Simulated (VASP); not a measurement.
# Mg9O8 (a cell with a defect) in VASP: single point with PBEsol

Aim: the single point of Mg9O8 (a cell with a defect) with PBEsol.

Everything below comes from runs of VASP 6.6.1. Logs are shortened: lines on timing, memory, paths and dates and some standing lists are left out, and cuts for length are marked.

### Step 1. The cell of the first run

The cell holds a defect, 17 atoms: a = 5.871 Å, b = 5.871 Å, c = 5.871 Å, α = 60.00°, β = 60.00°, γ = 60.00°.

### Step 2. Single point, PBEsol

INCAR reads:

```
SYSTEM = Mg9O8
  PREC = Accurate
  ENCUT = 520
  EDIFF = 1E-6
  ISMEAR = -1
  SIGMA = 0.02
  LREAL = Auto
  LASPH = .True.
  NELM = 60
  ALGO = Normal
  ISIF = 2
  LWAVE = .False.
  LCHARG = .False.
  GGA = PS
  NBANDS = 47
```

KPOINTS reads:

```
Automatic mesh
0
Gamma
  3 3 3
  0 0 0
```

POSCAR reads:

```
Mg9O8
1.0
    0.0000000000      4.1515000000      4.1515000000
    4.1515000000      0.0000000000      4.1515000000
    4.1515000000      4.1515000000      0.0000000000
Mg O
9 8
Direct
    0.0467553808     -0.1396963318      0.0466262415
   -0.0078627556      0.0150753689      0.4965295678
    0.0055009349      0.5168736576      0.0053711932
    0.0055087990      0.5168555632      0.4725557870
    0.4966471802      0.0150709206     -0.0079881703
    0.4966676499      0.0150677097      0.4965635382
    0.4726836970      0.5168468572      0.0053847313
    0.4924764650      0.5231738038      0.4923383968
   -0.0930227001      0.2796694670      0.9068414143
    0.2461002409      0.2622534239      0.2459732385
    0.2652441634      0.2907541030      0.7221434657
    0.2602538537      0.7457910626      0.2601306109
    0.2602416551      0.7458188356      0.7341197600
    0.7222774103      0.2907198584      0.2651252760
    0.7223123856      0.2906731010      0.7221944139
    0.7342446153      0.7458268286      0.2601120073
    0.7560265545      0.7324560006      0.7559065579
```

Potentials or basis: VASP PAW PBE potentials, release 64 (Mg, O).

The run is started by

```sh
cat potpaw_PBE.64/Mg/POTCAR potpaw_PBE.64/O/POTCAR > POTCAR
mpirun -np 1 vasp_std > vasp.out
```

OUTCAR:

```text
SYSTEM = Mg9O8
   PREC = Accurate
   ENCUT = 520
   EDIFF = 1E-6
   ISMEAR = -1
   LREAL = Auto
   LASPH = .True.
   NELM = 60
   ISIF = 2
   GGA = PS

 ion  position               nearest neighbor table
   1  0.047  0.860  0.047-  16 1.87  13 1.87  12 1.87   9 2.01   3 2.28   4 2.28   7 2.28  15 2.76
                            14 2.76  11 2.76   5 3.03   2 3.03   6 3.03   6 3.03   2 3.03   5 3.03
   2  0.992  0.015  0.497-  10 2.08  15 2.09  14 2.09  12 2.10  13 2.10  17 2.16   6 2.91   5 2.91
                             8 2.91   4 2.92   3 2.92   8 2.96   4 2.96   3 2.96   5 2.96   6 2.96
   3  0.006  0.517  0.005-  10 2.00  13 2.02  16 2.02  17 2.08  11 2.12  14 2.12   9 2.13   1 2.28
                             7 2.74   4 2.74   5 2.92   2 2.92   8 2.94   8 2.94   2 2.96   5 2.96
   4  0.006  0.517  0.473-  10 2.00  12 2.02  16 2.02  17 2.08  11 2.12  15 2.12   9 2.13   1 2.28
                             7 2.74   3 2.74   6 2.92   2 2.92   8 2.94   8 2.94   2 2.96   6 2.96
   5  0.497  0.015  0.992-  10 2.08  15 2.09  11 2.09  12 2.10  16 2.10  17 2.16   6 2.91   2 2.91
                             8 2.91   3 2.92   7 2.92   7 2.96   8 2.96   3 2.96   2 2.96   6 2.96
   6  0.497  0.015  0.497-  10 2.08  14 2.09  11 2.09  13 2.10  16 2.10  17 2.16   5 2.91   2 2.91
                             8 2.91   4 2.92   7 2.92   7 2.96   4 2.96   8 2.96   2 2.96   5 2.96
   7  0.473  0.517  0.005-  10 2.00  12 2.02  13 2.02  17 2.08  14 2.12  15 2.12   9 2.13   1 2.28
                             4 2.74   3 2.74   6 2.92   5 2.92   8 2.94   8 2.94   5 2.96   6 2.96
   8  0.492  0.523  0.492-  11 1.91  14 1.91  15 1.91  16 1.93  13 1.93  12 1.93   6 2.91   5 2.91
                             2 2.91   4 2.94   7 2.94   3 2.94   3 2.94   7 2.94   4 2.94   2 2.96
   9  0.907  0.280  0.907-  11 1.84  14 1.84  15 1.84   1 2.01   3 2.13   4 2.13   7 2.13  17 2.17
                             5 3.20   2 3.20   6 3.20   6 3.20   2 3.20   5 3.20   8 3.59   8 3.59
  10  0.246  0.262  0.246-   7 2.00   4 2.00   3 2.00   2 2.08   5 2.08   6 2.08
  11  0.265  0.291  0.722-   9 1.84   8 1.91   6 2.09   5 2.09   4 2.12   3 2.12   1 2.76
  12  0.260  0.746  0.260-   1 1.87   8 1.93   4 2.02   7 2.02   5 2.10   2 2.10
  13  0.260  0.746  0.734-   1 1.87   8 1.93   3 2.02   7 2.02   6 2.10   2 2.10
  14  0.722  0.291  0.265-   9 1.84   8 1.91   6 2.09   2 2.09   7 2.12   3 2.12   1 2.76
  15  0.722  0.291  0.722-   9 1.84   8 1.91   2 2.09   5 2.09   7 2.12   4 2.12   1 2.76
  16  0.734  0.746  0.260-   1 1.87   8 1.93   3 2.02   4 2.02   6 2.10   5 2.10
  17  0.756  0.732  0.756-   3 2.08   7 2.08   4 2.08   6 2.16   5 2.16   2 2.16   9 2.17

  LATTYP: Found a face centered cubic cell.
 ALAT       =     8.3030000000

  Lattice vectors:

 A1 = (   0.0000000000,   4.1515000000,   4.1515000000)
 A2 = (   4.1515000000,   0.0000000000,   4.1515000000)
 A3 = (   4.1515000000,   4.1515000000,   0.0000000000)

Analysis of symmetry for initial positions (statically):
=====================================================================
 Subroutine PRICEL returns:
 Original cell was already a primitive cell.

 Routine SETGRP: Setting up the symmetry group for a
 face centered cubic supercell.

 Subroutine GETGRP returns: Found  1 space group operations
 (whereof  1 operations were pure point group operations)
 out of a pool of 48 trial point group operations.

The static configuration has the point symmetry C_1 .

Analysis of symmetry for dynamics (positions and initial velocities):
=====================================================================
 Subroutine PRICEL returns:
 Original cell was already a primitive cell.

 Routine SETGRP: Setting up the symmetry group for a
 face centered cubic supercell.

 Subroutine GETGRP returns: Found  1 space group operations
 (whereof  1 operations were pure point group operations)
 out of a pool of 48 trial point group operations.

The dynamic configuration has the point symmetry C_1 .

 Subroutine INISYM returns: Found  1 space group operations
 (whereof  1 operations are pure point group operations),
 and found     1 'primitive' translations

----------------------------------------------------------------------------------------

                                     Primitive cell

  volume of cell :     143.1018

  direct lattice vectors                    reciprocal lattice vectors
     0.000000000  4.151500000  4.151500000    -0.120438396  0.120438396  0.120438396
     4.151500000  0.000000000  4.151500000     0.120438396 -0.120438396  0.120438396
     4.151500000  4.151500000  0.000000000     0.120438396  0.120438396 -0.120438396

  length of vectors
     5.871107604  5.871107604  5.871107604     0.208605421  0.208605421  0.208605421

  position of ions in fractional coordinates (direct lattice)
     0.046755381  0.860303668  0.046626242
     0.992137244  0.015075369  0.496529568
     0.005500935  0.516873658  0.005371193
     0.005508799  0.516855563  0.472555787
     0.496647180  0.015070921  0.992011830
     0.496667650  0.015067710  0.496563538
[... 9 lines left out ...]
     0.734244615  0.745826829  0.260112007
     0.756026554  0.732456001  0.755906558

  ion indices of the primitive-cell ions
   primitive index   ion index
                 1           1
                 2           2
                 3           3
                 4           4
                 5           5
                 6           6
[... 9 lines left out ...]
                16          16
                17          17

----------------------------------------------------------------------------------------

 KPOINTS: Automatic mesh

Automatic generation of k-mesh.
 Grid dimensions read from file:
 generate k-points for:    3    3    3

 Generating k-lattice:

  Cartesian coordinates                     Fractional coordinates (reciprocal lattice)
    -0.040146132  0.040146132  0.040146132     0.333333333  0.000000000  0.000000000
     0.040146132 -0.040146132  0.040146132     0.000000000  0.333333333  0.000000000
     0.040146132  0.040146132 -0.040146132     0.000000000  0.000000000  0.333333333

  Length of vectors
     0.069535140  0.069535140  0.069535140

  Shift w.r.t. Gamma in fractional coordinates (k-lattice)
     0.000000000  0.000000000  0.000000000

 Subroutine IBZKPT returns following result:
 ===========================================

 Found     14 irreducible k-points:

 Following reciprocal coordinates:
            Coordinates               Weight
  0.000000  0.000000  0.000000      1.000000
  0.333333  0.000000  0.000000      2.000000
  0.000000  0.333333  0.000000      2.000000
  0.000000  0.000000  0.333333      2.000000
  0.333333  0.333333  0.333333      2.000000
  0.333333  0.333333  0.000000      2.000000
  0.000000  0.333333  0.333333      2.000000
  0.333333  0.000000  0.333333      2.000000
 -0.333333  0.333333  0.000000      2.000000
  0.000000 -0.333333  0.333333      2.000000
  0.333333  0.000000 -0.333333      2.000000
  0.333333  0.333333 -0.333333      2.000000
 -0.333333  0.333333 -0.333333      2.000000
  0.333333 -0.333333 -0.333333      2.000000
   k-points           NKPTS =     14   k-points in BZ     NKDIM =     14   number of bands    NBANDS=     47
   number of dos      NEDOS =    301   number of ions     NIONS =     17
   total plane-waves  NPLWV = 110592
   dimension x,y,z NGX =    48 NGY =   48 NGZ =   48
   dimension x,y,z NGXF=    96 NGYF=   96 NGZF=   96
   ions per type =               9   8
   NGX,Y,Z   is equivalent  to a cutoff of  13.59, 13.59, 13.59 a.u.
   NGXF,Y,Z  is equivalent  to a cutoff of  27.18, 27.18, 27.18 a.u.
 SYSTEM =  Mg9O8
   PREC   = accura    normal or accurate (medium, high low for compatibility)
   ISTART =      0    job   : 0-new  1-cont  2-samecut
   ICHARG =      2    charge: 1-file 2-atom 10-const
   ISPIN  =      1    spin polarized calculation?
   LNONCOLLINEAR =      F non collinear calculations
   LSORBIT =      F    spin-orbit coupling
   LASPH  =      T    aspherical Exc in radial PAW
   ENCUT  =  520.0 eV  38.22 Ry    6.18 a.u.  10.92 10.92 10.92*2*pi/ulx,y,z
   NELM   =     60;   NELMIN=  2; NELMDL= -5     # of ELM steps
   EDIFF  = 0.1E-05   stopping-criterion for ELM
   LREAL  =      T    real-space projection
   EDIFFG = 0.1E-04   stopping-criterion for IOM
   NSW    =      0    number of steps for IOM
   IBRION =     -1    ionic relax: 0-MD 1-quasi-New 2-CG
   NFREE  =      0    steps in history (QN), initial steepest desc. (CG)
   ISIF   =      2    stress and relaxation
   ISYM   =      2    0-nonsym 1-usesym 2-fastsym
   POTIM  = 0.5000    time-step for ionic-motion
   TEBEG  =    0.0;   TEEND  =   0.0 temperature during run
   PSTRESS=    0.0 pullay stress
   NELECT =      66.0000    total number of electrons
   NUPDOWN=      -1.0000    fix difference up-down
   EMIN   =  10.00;   EMAX   =-10.00  energy-range for DOS
   EFERMI =   0.00;   METHOD = LEGACY
   ISMEAR =    -1;   SIGMA  =   0.02  broadening in eV -4-tet -1-fermi 0-gaus
   EFERMI_NEDOS =   21; number of points for ismear=-14 and -15
   IALGO  =     38    algorithm
   IMIX   =      4    mixing-type and parameters
     AMIX     =   0.40;   BMIX     =  1.00
     AMIX_MAG =   1.60;   BMIX_MAG =  1.00
  volume/ion in A,a.u.               =       8.42        56.81
  Fermi-wavevector in a.u.,A,eV,Ry     =   1.264856  2.390231 21.767428  1.599861
  Thomas-Fermi vector in A             =   2.398140
   LORBIT       =      0    0 simple, 1 ext, 2 COOP (PROOUT), +10 PAW based schemes
   GGA     = PS    functional components
   LHFCALC =     F    Hartree Fock is set to
   AEXX    =    0.0000 exact exchange contribution
   IVDW    =     0    specifies the selected vdW correction
   LEPSILON=     F    determine dielectric tensor
   LRPA    =     F    only Hartree local field effects (RPA)
 non-spin polarized calculation
  energy-cutoff  :      520.00
  volume of cell :      143.10
 maximum number of plane-waves:      3856
 NGX is ok and might be reduce to    48
   NGX = 21   NGY = 21   NGZ = 21

 number of electron      65.9999998 magnetization

 Free energy of the ion-electron system (eV)
  ---------------------------------------------------
  ext. energy  EPLUGINS =         0.00000000
  ---------------------------------------------------
  free energy    TOTEN  =       -85.95501679 eV

  energy without entropy =      -85.95500208  energy(sigma->0) =      -85.95500944

 E-fermi :  10.5879     XC(G=0): -11.8642

 val. band max:       10.4000810040   @ k =  -0.3333   0.3333   0.0000
 cond. band min:      10.7435495397   @ k =   0.0000   0.0000   0.0000
 fundamental gap:      0.3434685357
 Fermi energy:        10.5879072117

 k-point     1 :       0.0000    0.0000    0.0000
  band No.  band energies     occupation
      1     -13.7143      2.00000
      2     -12.4327      2.00000
      3     -12.1801      2.00000
      4     -12.1798      2.00000
      5     -12.1606      2.00000
      6     -12.0111      2.00000
[... 37 lines left out ...]
     44      16.4584      0.00000
     45      16.6895      0.00000

 k-point     2 :       0.3333    0.0000    0.0000
  band No.  band energies     occupation
      1     -13.4051      2.00000
      2     -12.6981      2.00000
      3     -12.3188      2.00000
      4     -12.1612      2.00000
      5     -12.1513      2.00000
      6     -12.0078      2.00000
[... 37 lines left out ...]
     44      15.8217      0.00000
     45      16.1648      0.00000

 k-point     3 :       0.0000    0.3333    0.0000
  band No.  band energies     occupation
      1     -13.4472      2.00000
      2     -12.6154      2.00000
      3     -12.2649      2.00000
      4     -12.1568      2.00000
      5     -12.1565      2.00000
      6     -12.1095      2.00000
[... 517 lines left out ...]
     44      15.2727      0.00000
     45      15.6991      0.00000

 k-point    14 :       0.3333   -0.3333   -0.3333
  band No.  band energies     occupation
      1     -12.9786      2.00000
      2     -12.7984      2.00000
      3     -12.7230      2.00000
      4     -12.2533      2.00000
      5     -12.0496      2.00000
      6     -12.0363      2.00000
[... 37 lines left out ...]
     44      15.5011      0.00000
     45      15.7974      0.00000
 [bands above 45 left out]

------------------------ aborting loop because EDIFF is reached ----------------------------------------

  FORCE on cell =-STRESS in cart. coord.  units (eV):
  Direction    XX          YY          ZZ          XY          YZ          ZX
  --------------------------------------------------------------------------------------
  -------------------------------------------------------------------------------------
  Total       45.1935527     45.1887560     45.1976503     -4.2624275     -4.2628776      4.2639728
  in kB      505.9900102    505.9363065    506.0358880    -47.7224207    -47.7274600     47.7397224
  external PRESSURE =     505.9874016 kB  Pullay stress =       0.0000000 kB

 VOLUME and BASIS-vectors are now :
 -----------------------------------------------------------------------------
  energy-cutoff  :      520.00
  volume of cell :      143.10
      direct lattice vectors                 reciprocal lattice vectors
     0.000000000  4.151500000  4.151500000    -0.120438396  0.120438396  0.120438396
     4.151500000  0.000000000  4.151500000     0.120438396 -0.120438396  0.120438396
     4.151500000  4.151500000  0.000000000     0.120438396  0.120438396 -0.120438396

 POSITION                                       TOTAL-FORCE (eV/Angst)
 -----------------------------------------------------------------------------------
      3.76512      0.38767      3.76566         0.094299     -0.094665      0.094269
      2.12393      6.18020      4.18144        -0.003201      0.002939      0.007763
      2.16810      0.04514      2.16864        -0.006953      0.010543     -0.007129
      4.10754      1.98469      2.16860        -0.010225      0.007508     -0.007237
      4.18090      6.18017      2.12440         0.008139      0.002717     -0.002782
      2.12404      4.12340      2.12447        -0.002599     -0.008951     -0.002391
[... 9 lines left out ...]
      4.17616      4.12807      6.14452         0.017209     -0.016559     -0.030328
      6.17894      6.27679      6.17944        -0.007869      0.007713     -0.008031
 -----------------------------------------------------------------------------------
    total drift:                                0.003621     -0.006630      0.002162

  FREE ENERGIE OF THE ION-ELECTRON SYSTEM (eV)
  ---------------------------------------------------
  free  energy   TOTEN  =       -85.9550167904 eV

  energy  without entropy=      -85.9550020808  energy(sigma->0) =      -85.95500944
```

Wall time 2.5 min (1 thread of Intel Xeon Platinum 8488C (Sapphire Rapids), shared host); peak memory 0.34 GiB.

What came out:

- Free energy: -85.9550 eV
- Pressure: 50.6 GPa
- Largest force: 0.164 eV/Å
- Band gap on the k mesh: 0.34 eV

Forces on the atoms (eV/Å):
```
Mg   0.094 -0.095  0.094
Mg  -0.003  0.003  0.008
Mg  -0.007  0.011 -0.007
Mg  -0.010  0.008 -0.007
Mg   0.008  0.003 -0.003
Mg  -0.003 -0.009 -0.002
Mg  -0.007  0.007 -0.010
Mg   0.006 -0.006  0.006
Mg  -0.050  0.049 -0.049
O   -0.005  0.005 -0.006
O   -0.020  0.019  0.018
O    0.017  0.031  0.018
O   -0.030 -0.016  0.017
O    0.018  0.018 -0.019
O   -0.019 -0.020 -0.019
O    0.017 -0.017 -0.030
O   -0.008  0.008 -0.008
```

Levels at points of the mesh, in eV from the valence-band top:
| k point | band 31 | band 32 | band 33 | band 34 | band 35 | band 36 |
| --- | --- | --- | --- | --- | --- | --- |
| (0.00, 0.00, 0.00) | -6.62 | -6.40 | -2.07 | 0.34 | 0.87 | 0.87 |

Caveat: the k points lie up to 0.44 Å⁻¹ apart; the PAW data sets were made with another functional, which shifts forces and pressure a little.
